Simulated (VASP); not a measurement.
# Sn (Im-3m) in VASP: notebook

Sn is run at these levels: PBEsol; tasks: single point.

Everything below comes from runs of VASP 6.6.1. Logs are shortened: lines on timing, memory, paths and dates and some standing lists are left out, and cuts for length are marked.

## (1) The cell of the first run

It takes space group Im-3m (No. 229, cubic). The conventional cell has a = 3.685 Å, b = 3.685 Å, c = 3.685 Å, α = 90.00°, β = 90.00°, γ = 90.00°. Within 4.2 Å of Sn (site symmetry m-3m) lie 14 Sn at 3.19 to 3.69 Å.

## (2) Single point, PBEsol

Input file INCAR:

```
SYSTEM = Sn
ALGO = Normal ; EDIFF = 1E-6
ENCUT = 520 ; GGA = PS
ISIF = 2 ; ISMEAR = 1
LASPH = .True. ; LCHARG = .True.
LELF = .True. ; LREAL = .False.
LVHAR = .True. ; LWAVE = .False.
NBANDS = 13 ; NELM = 100
PREC = Accurate ; SIGMA = 0.1
```

Input file KPOINTS:

```
k-points
0
Gamma
  11 11 11
  0 0 0
```

Input file POSCAR:

```
Sn
1.0
   -1.8427173648      1.8427173648      1.8427173648
    1.8427173648     -1.8427173648      1.8427173648
    1.8427173648      1.8427173648     -1.8427173648
Sn
1
Direct
    0.0000000000      0.0000000000      0.0000000000
```

Potentials or basis: VASP PAW PBE potentials, release 64 (Sn_d).

Command:

```
$ cat potpaw_PBE.64/Sn_d/POTCAR > POTCAR
$ mpirun -np 1 vasp_std > vasp.out
```

OUTCAR:

```text
SYSTEM = Sn
   EDIFF = 1E-6
   ENCUT = 520
   GGA = PS
   ISIF = 2
   ISMEAR = 1
   LASPH = .True.
   LREAL = .False.
   NELM = 100
   PREC = Accurate

 ion  position               nearest neighbor table
   1  0.000  0.000  0.000-

  LATTYP: Found a body centered cubic cell.
 ALAT       =     3.6854347296

  Lattice vectors:

 A1 = (  -1.8427173648,   1.8427173648,   1.8427173648)
 A2 = (   1.8427173648,  -1.8427173648,   1.8427173648)
 A3 = (   1.8427173648,   1.8427173648,  -1.8427173648)

Analysis of symmetry for initial positions (statically):
=====================================================================
 Subroutine PRICEL returns:
 Original cell was already a primitive cell.

 Routine SETGRP: Setting up the symmetry group for a
 body centered cubic supercell.

 Subroutine GETGRP returns: Found 48 space group operations
 (whereof 48 operations were pure point group operations)
 out of a pool of 48 trial point group operations.

The static configuration has the point symmetry O_h .

Analysis of symmetry for dynamics (positions and initial velocities):
=====================================================================
 Subroutine PRICEL returns:
 Original cell was already a primitive cell.

 Routine SETGRP: Setting up the symmetry group for a
 body centered cubic supercell.

 Subroutine GETGRP returns: Found 48 space group operations
 (whereof 48 operations were pure point group operations)
 out of a pool of 48 trial point group operations.

The dynamic configuration has the point symmetry O_h .

 Subroutine INISYM returns: Found 48 space group operations
 (whereof 48 operations are pure point group operations),
 and found     1 'primitive' translations

----------------------------------------------------------------------------------------

                                     Primitive cell

  volume of cell :      25.0286

  direct lattice vectors                    reciprocal lattice vectors
    -1.842717365  1.842717365  1.842717365     0.000000000  0.271338410  0.271338410
     1.842717365 -1.842717365  1.842717365     0.271338410  0.000000000  0.271338410
     1.842717365  1.842717365 -1.842717365     0.271338410  0.271338410  0.000000000

  length of vectors
     3.191680100  3.191680100  3.191680100     0.383730460  0.383730460  0.383730460

  position of ions in fractional coordinates (direct lattice)
     0.000000000  0.000000000  0.000000000

  ion indices of the primitive-cell ions
   primitive index   ion index
                 1           1

----------------------------------------------------------------------------------------

 KPOINTS: k-points

Automatic generation of k-mesh.
 Grid dimensions read from file:
 generate k-points for:   11   11   11

 Generating k-lattice:

  Cartesian coordinates                     Fractional coordinates (reciprocal lattice)
     0.000000000  0.024667128  0.024667128     0.090909091  0.000000000  0.000000000
     0.024667128  0.000000000  0.024667128     0.000000000  0.090909091  0.000000000
     0.024667128  0.024667128  0.000000000     0.000000000  0.000000000  0.090909091

  Length of vectors
     0.034884587  0.034884587  0.034884587

  Shift w.r.t. Gamma in fractional coordinates (k-lattice)
     0.000000000  0.000000000  0.000000000

 Subroutine IBZKPT returns following result:
 ===========================================

 Found     56 irreducible k-points:

 Following reciprocal coordinates:
            Coordinates               Weight
  0.000000  0.000000  0.000000      1.000000
  0.090909  0.000000  0.000000     12.000000
  0.181818  0.000000  0.000000     12.000000
  0.272727  0.000000  0.000000     12.000000
  0.363636  0.000000  0.000000     12.000000
  0.454545  0.000000  0.000000     12.000000
[... 16 lines left out ...]
  0.272727  0.181818  0.090909     48.000000
  0.363636  0.181818  0.090909     24.000000
 [... further k-points ...]
   k-points           NKPTS =     56   k-points in BZ     NKDIM =     56   number of bands    NBANDS=     13
   number of dos      NEDOS =    301   number of ions     NIONS =      1
   total plane-waves  NPLWV =  13824
   dimension x,y,z NGX =    24 NGY =   24 NGZ =   24
   dimension x,y,z NGXF=    48 NGYF=   48 NGZF=   48
   ions per type =               1
   NGX,Y,Z   is equivalent  to a cutoff of  12.50, 12.50, 12.50 a.u.
   NGXF,Y,Z  is equivalent  to a cutoff of  25.00, 25.00, 25.00 a.u.
 SYSTEM =  Sn
   PREC   = accura    normal or accurate (medium, high low for compatibility)
   ISTART =      0    job   : 0-new  1-cont  2-samecut
   ICHARG =      2    charge: 1-file 2-atom 10-const
   ISPIN  =      1    spin polarized calculation?
   LNONCOLLINEAR =      F non collinear calculations
   LSORBIT =      F    spin-orbit coupling
   LASPH  =      T    aspherical Exc in radial PAW
   ENCUT  =  520.0 eV  38.22 Ry    6.18 a.u.   5.93  5.93  5.93*2*pi/ulx,y,z
   NELM   =    100;   NELMIN=  2; NELMDL= -5     # of ELM steps
   EDIFF  = 0.1E-05   stopping-criterion for ELM
   LREAL  =      F    real-space projection
   EDIFFG = 0.1E-04   stopping-criterion for IOM
   NSW    =      0    number of steps for IOM
   IBRION =     -1    ionic relax: 0-MD 1-quasi-New 2-CG
   NFREE  =      0    steps in history (QN), initial steepest desc. (CG)
   ISIF   =      2    stress and relaxation
   ISYM   =      2    0-nonsym 1-usesym 2-fastsym
   POTIM  = 0.5000    time-step for ionic-motion
   TEBEG  =    0.0;   TEEND  =   0.0 temperature during run
   PSTRESS=    0.0 pullay stress
   NELECT =      14.0000    total number of electrons
   NUPDOWN=      -1.0000    fix difference up-down
   EMIN   =  10.00;   EMAX   =-10.00  energy-range for DOS
   EFERMI =   0.00;   METHOD = LEGACY
   ISMEAR =     1;   SIGMA  =   0.10  broadening in eV -4-tet -1-fermi 0-gaus
   EFERMI_NEDOS =   21; number of points for ismear=-14 and -15
   IALGO  =     38    algorithm
   IMIX   =      4    mixing-type and parameters
     AMIX     =   0.40;   BMIX     =  1.00
     AMIX_MAG =   1.60;   BMIX_MAG =  1.00
  volume/ion in A,a.u.               =      25.03       168.90
  Fermi-wavevector in a.u.,A,eV,Ry     =   1.348876  2.549007 24.755354  1.819467
  Thomas-Fermi vector in A             =   2.476509
   LORBIT       =      0    0 simple, 1 ext, 2 COOP (PROOUT), +10 PAW based schemes
   GGA     = PS    functional components
   LHFCALC =     F    Hartree Fock is set to
   AEXX    =    0.0000 exact exchange contribution
   IVDW    =     0    specifies the selected vdW correction
   LEPSILON=     F    determine dielectric tensor
   LRPA    =     F    only Hartree local field effects (RPA)
 non-spin polarized calculation
 Methfessel and Paxton  Order N= 1 SIGMA  =   0.10
  energy-cutoff  :      520.00
  volume of cell :       25.03
 maximum number of plane-waves:       688
   NGX = 11   NGY = 11   NGZ = 11

 number of electron      14.0000004 magnetization

 Free energy of the ion-electron system (eV)
  ---------------------------------------------------
  ext. energy  EPLUGINS =         0.00000000
  ---------------------------------------------------
  free energy    TOTEN  =        -4.21000149 eV

  energy without entropy =       -4.21073971  energy(sigma->0) =       -4.21024757

 E-fermi :   8.9944     XC(G=0): -10.8966

 val. band max:        8.9372370005   @ k =  -0.4545   0.4545   0.3636
 cond. band min:       9.0301745862   @ k =  -0.2727   0.4545   0.0909
 fundamental gap:      0.0929375857
 Fermi energy:         8.9944399654

 k-point     1 :       0.0000    0.0000    0.0000
  band No.  band energies     occupation
      1     -12.5280      2.00000
      2     -12.5280      2.00000
      3     -12.5280      2.00000
      4     -12.3491      2.00000
      5     -12.3491      2.00000
      6      -2.7583      2.00000
      7      17.7135      0.00000
      8      17.7135      0.00000
      9      17.7135      0.00000
     10      21.2523      0.00000
     11      21.2523      0.00000
     12      21.2523      0.00000
     13      22.3539      0.00000

 k-point     2 :       0.0909    0.0000    0.0000
  band No.  band energies     occupation
      1     -12.5329      2.00000
      2     -12.5214      2.00000
      3     -12.5057      2.00000
      4     -12.3545      2.00000
      5     -12.3496      2.00000
      6      -2.5651      2.00000
      7      16.0695      0.00000
      8      16.9380      0.00000
      9      17.4074      0.00000
     10      19.9337      0.00000
     11      20.2701      0.00000
     12      20.9913      0.00000
     13      23.0389      0.00000

 k-point     3 :       0.1818    0.0000    0.0000
  band No.  band energies     occupation
      1     -12.5460      2.00000
      2     -12.5070      2.00000
      3     -12.4455      2.00000
      4     -12.3665      2.00000
      5     -12.3510      2.00000
      6      -1.9832      2.00000
      7      12.9934      0.00000
      8      15.5532      0.00000
      9      16.6188      0.00000
     10      18.8947      0.00000
     11      19.1853      0.00000
     12      21.1727      0.00000
     13      23.5248      0.00000
[... 305 lines left out ...]
 k-point    23 :       0.2727    0.1818    0.0909
  band No.  band energies     occupation
      1     -12.5471      2.00000
      2     -12.4800      2.00000
      3     -12.3620      2.00000
      4     -12.3597      2.00000
      5     -12.3116      2.00000
      6       1.9901      2.00000
      7       6.5262      2.00000
      8       9.1171     -0.07091
      9      11.3760      0.00000
     10      21.9420      0.00000
     11      23.4900      0.00000
     12      24.0851      0.00000
     13      26.3054      0.00000

 k-point    24 :       0.3636    0.1818    0.0909
  band No.  band energies     occupation
      1     -12.5485      2.00000
      2     -12.4671      2.00000
      3     -12.3608      2.00000
      4     -12.3562      2.00000
      5     -12.3160      2.00000
      6       3.1363      2.00000
      7       5.1351      2.00000
      8       8.7998      2.01896
      9      11.1846      0.00000
     10      21.8229      0.00000
     11      23.7183      0.00000
     12      25.0693      0.00000
     13      25.3537      0.00000

 [... further k-points ...]

------------------------ aborting loop because EDIFF is reached ----------------------------------------

  FORCE on cell =-STRESS in cart. coord.  units (eV):
  Direction    XX          YY          ZZ          XY          YZ          ZX
  --------------------------------------------------------------------------------------
  -------------------------------------------------------------------------------------
  Total        0.4809094      0.4809094      0.4809094      0.0000000     -0.0000000      0.0000000
  in kB       30.7848944     30.7848944     30.7848944      0.0000000     -0.0000000      0.0000000
  external PRESSURE =      30.7848944 kB  Pullay stress =       0.0000000 kB

 VOLUME and BASIS-vectors are now :
 -----------------------------------------------------------------------------
  energy-cutoff  :      520.00
  volume of cell :       25.03
      direct lattice vectors                 reciprocal lattice vectors
    -1.842717365  1.842717365  1.842717365     0.000000000  0.271338410  0.271338410
     1.842717365 -1.842717365  1.842717365     0.271338410  0.000000000  0.271338410
     1.842717365  1.842717365 -1.842717365     0.271338410  0.271338410  0.000000000

 POSITION                                       TOTAL-FORCE (eV/Angst)
 -----------------------------------------------------------------------------------
      0.00000      0.00000      0.00000         0.000000      0.000000      0.000000
 -----------------------------------------------------------------------------------
    total drift:                               -0.000000      0.000000      0.000000

  FREE ENERGIE OF THE ION-ELECTRON SYSTEM (eV)
  ---------------------------------------------------
  free  energy   TOTEN  =        -4.2100014948 eV

  energy  without entropy=       -4.2107397134  energy(sigma->0) =       -4.21024757
```

It took 26 s on 1 thread of AMD EPYC 7R43 (Zen 3), shared host; peak memory 0.11 GiB.

Results:

```
Free energy            : -4.2100 eV
Pressure               : 3.1 GPa
Band gap on the k mesh : zero (band 7 reaches 17.71 eV, above the bottom of band 8 at 6.31 eV)
```

Levels at points of the mesh, in eV from the Fermi level:
```csv
k point,band 5,band 6,band 7,band 8,band 9,band 10
"(0.00, 0.00, 0.00)",-21.34,-11.75,8.72,8.72,8.72,12.26
```

Caveat: the PAW data sets were made with another functional, which shifts forces and pressure a little; spin-orbit coupling is left out, which moves the levels of the heavy elements.

## (3) Single point, PBEsol

This run uses another cell than the first one, of 26.12 Å³/atom, 1.043 times its volume.

Input file INCAR:

```
PREC = Accurate
ENCUT = 520
EDIFF = 1E-7
ISMEAR = 1
SIGMA = 0.1
LREAL = F
LASPH = T
NELM = 80
ALGO = Normal
ISIF = 2
LWAVE = F
LCHARG = F
GGA = PS
NBANDS = 13
```

Input file KPOINTS:

```
regular mesh
0
Gamma
  11 11 11
```

Input file POSCAR:

```
Sn
1.0
   -1.8690454556      1.8690454556      1.8690454556
    1.8690454556     -1.8690454556      1.8690454556
    1.8690454556      1.8690454556     -1.8690454556
Sn
1
Direct
    0.0000000000      0.0000000000      0.0000000000
```

Potentials or basis: VASP PAW PBE potentials, release 64 (Sn_d).

Command:

```
$ cat potpaw_PBE.64/Sn_d/POTCAR > POTCAR
$ mpirun -np 1 vasp_std > vasp.out
```

OUTCAR:

```text
PREC = Accurate
   ENCUT = 520
   EDIFF = 1E-7
   ISMEAR = 1
   LREAL = F
   LASPH = T
   NELM = 80
   ISIF = 2
   GGA = PS

 ion  position               nearest neighbor table
   1  0.000  0.000  0.000-

  LATTYP: Found a body centered cubic cell.
 ALAT       =     3.7380909112

  Lattice vectors:

 A1 = (  -1.8690454556,   1.8690454556,   1.8690454556)
 A2 = (   1.8690454556,  -1.8690454556,   1.8690454556)
[... 561 lines left out ...]
     11      22.7688      0.00000
     12      24.1064      0.00000
     13      24.5272      0.00000

 [... further k-points ...]

------------------------ aborting loop because EDIFF is reached ----------------------------------------

  FORCE on cell =-STRESS in cart. coord.  units (eV):
  Direction    XX          YY          ZZ          XY          YZ          ZX
  --------------------------------------------------------------------------------------
  -------------------------------------------------------------------------------------
  Total        0.0607828      0.0607828      0.0607828     -0.0000000     -0.0000000      0.0000000
  in kB        3.7288210      3.7288210      3.7288210     -0.0000000     -0.0000000      0.0000000
  external PRESSURE =       3.7288210 kB  Pullay stress =       0.0000000 kB

 VOLUME and BASIS-vectors are now :
 -----------------------------------------------------------------------------
  energy-cutoff  :      520.00
  volume of cell :       26.12
      direct lattice vectors                 reciprocal lattice vectors
    -1.869045456  1.869045456  1.869045456     0.000000000  0.267516233  0.267516233
     1.869045456 -1.869045456  1.869045456     0.267516233  0.000000000  0.267516233
     1.869045456  1.869045456 -1.869045456     0.267516233  0.267516233  0.000000000

 POSITION                                       TOTAL-FORCE (eV/Angst)
 -----------------------------------------------------------------------------------
      0.00000      0.00000      0.00000         0.000000     -0.000000     -0.000000
 -----------------------------------------------------------------------------------
    total drift:                               -0.000000     -0.000000      0.000000

  FREE ENERGIE OF THE ION-ELECTRON SYSTEM (eV)
  ---------------------------------------------------
  free  energy   TOTEN  =        -4.2217683263 eV

  energy  without entropy=       -4.2218826201  energy(sigma->0) =       -4.22180642
```

stdout:

```text
POSCAR found type information on POSCAR Sn
 POSCAR found :  1 types and       1 ions
 scaLAPACK will be used
 -----------------------------------------------------------------------------
|                                                                             |
|                                                                             |
|     You enforced a specific xc type in the INCAR file but a different       |
|     I HOPE YOU KNOW WHAT YOU ARE DOING!                                     |
|                                                                             |
 -----------------------------------------------------------------------------

 LDA part: xc-table for (Slater+PW92), standard interpolation
 POSCAR, INCAR and KPOINTS ok, starting setup
 FFT: planning ... GRIDC
 FFT: planning ... GRID_SOFT
 FFT: planning ... GRID
 WAVECAR not read
 entering main loop
```

It took 26 s on 1 thread of AMD EPYC 7R43 (Zen 3), shared host; peak memory 0.11 GiB.

Results:

```
Free energy            : -4.2218 eV
Pressure               : 0.4 GPa
Band gap on the k mesh : zero (band 7 reaches 16.75 eV, above the bottom of band 8 at 5.91 eV)
```

Caveat: the PAW data sets were made with another functional, which shifts forces and pressure a little; spin-orbit coupling is left out, which moves the levels of the heavy elements.

## (4) Single point, PBEsol

This run uses another cell than the first one, of 27.20 Å³/atom, 1.087 times its volume.

Input file INCAR:

```
SYSTEM = Sn
PREC = Accurate
ENCUT = 520
EDIFF = 1E-7
ISMEAR = 1
SIGMA = 0.1
LREAL = .False.
LASPH = .True.
NELM = 60
ALGO = Normal
ISIF = 2
LWAVE = .False.
LCHARG = .True.
GGA = PS
LELF = .True.
LVHAR = .True.
NBANDS = 13
```

Input file KPOINTS:

```
regular mesh
0
Gamma
  11 11 11
  0 0 0
```

Input file POSCAR:

```
Sn
1.0
   -1.8946520000      1.8946520000      1.8946520000
    1.8946520000     -1.8946520000      1.8946520000
    1.8946520000      1.8946520000     -1.8946520000
Sn
1
Direct
    0.0000000000      0.0000000000      0.0000000000
```

Command:

```
$ cat potpaw_PBE.64/Sn_d/POTCAR > POTCAR
$ mpirun -np 1 vasp_std > vasp.out
```

It took 33 s on 1 thread of AMD EPYC 7R43 (Zen 3), shared host; peak memory 0.11 GiB.

It converged, with:

| Item | Value |
| --- | --- |
| Free energy | -4.2176 eV |
| Pressure | -1.7 GPa |
| Band gap on the k mesh | zero (band 7 reaches 15.86 eV, above the bottom of band 8 at 5.54 eV) |

Levels at points of the mesh, in eV from the Fermi level:
```tsv
k point	band 4	band 5	band 6	band 7	band 8	band 9	band 10	band 11
(0.00, 0.00, 0.00)	-21.33	-21.33	-11.12	7.91	7.91	7.91	12.09	12.09
```

Caveat: the PAW data sets were made with another functional, which shifts forces and pressure a little; spin-orbit coupling is left out, which moves the levels of the heavy elements.

## (5) Single point, PBEsol

This run uses another cell than the first one, of 29.38 Å³/atom, 1.174 times its volume.

Input file INCAR:

```
SYSTEM = Sn
  PREC = Accurate
  ENCUT = 520
  EDIFF = 1E-7
  ISMEAR = 1
  SIGMA = 0.1
  LREAL = .False.
  LASPH = .True.
  NELM = 100
  ALGO = Normal
  ISIF = 2
  LWAVE = .False.
  LCHARG = .False.
  GGA = PS
  NBANDS = 13
```

KPOINTS is that of step 4.

Input file POSCAR:

```
Sn
1.0
   -1.9438856084      1.9438856084      1.9438856084
    1.9438856084     -1.9438856084      1.9438856084
    1.9438856084      1.9438856084     -1.9438856084
Sn
1
Direct
    0.0000000000      0.0000000000      0.0000000000
```

Command:

```
$ cat potpaw_PBE.64/Sn_d/POTCAR > POTCAR
$ mpirun -np 1 vasp_std > vasp.out
```

Run time: 46 s. Hardware: 1 thread of AMD EPYC 7R43 (Zen 3), shared host; peak memory 0.12 GiB.

The run converged. Its results:

```yaml
Free_energy: -4.1738 eV
Pressure: -4.7 GPa
Band_gap_on_the_k_mesh: zero (band 7 reaches 14.28 eV, above the bottom of band 8 at 4.88 eV)
```

Levels at points of the mesh, in eV from the Fermi level:
```
           k point  band 4  band 5  band 6  band 7  band 8  band 9  band 10  band 11
(0.00, 0.00, 0.00)  -21.30  -21.30  -10.56    7.25    7.25    7.25    11.94    11.94
```

Caveat: the PAW data sets were made with another functional, which shifts forces and pressure a little; spin-orbit coupling is left out, which moves the levels of the heavy elements.

## (6) Overview

| cell | gap on the mesh (eV) | pressure (GPa) |
| --- | --- | --- |
| a = 3.192 Å, angles 109.5°, 1 atom | none | 3.1 |
| a = 3.237 Å, angles 109.5°, 1 atom | none | 0.4 |
| a = 3.282 Å, angles 109.5°, 1 atom | none | -1.7 |
| a = 3.367 Å, angles 109.5°, 1 atom | none | -4.7 |

Alike in all rows: task single point; level PBEsol; potentials or basis VASP PAW PBE potentials, release 64 (Sn_d); no spin polarisation; k mesh 11 × 11 × 11; cutoff (eV) 520; smearing methfessel-paxton 0.1 eV.

Caveats: the PAW data sets were made with another functional, which shifts forces and pressure a little; spin-orbit coupling is left out, which moves the levels of the heavy elements.

Total energies depend on the potentials used, so only differences within one code and one set of settings carry meaning.
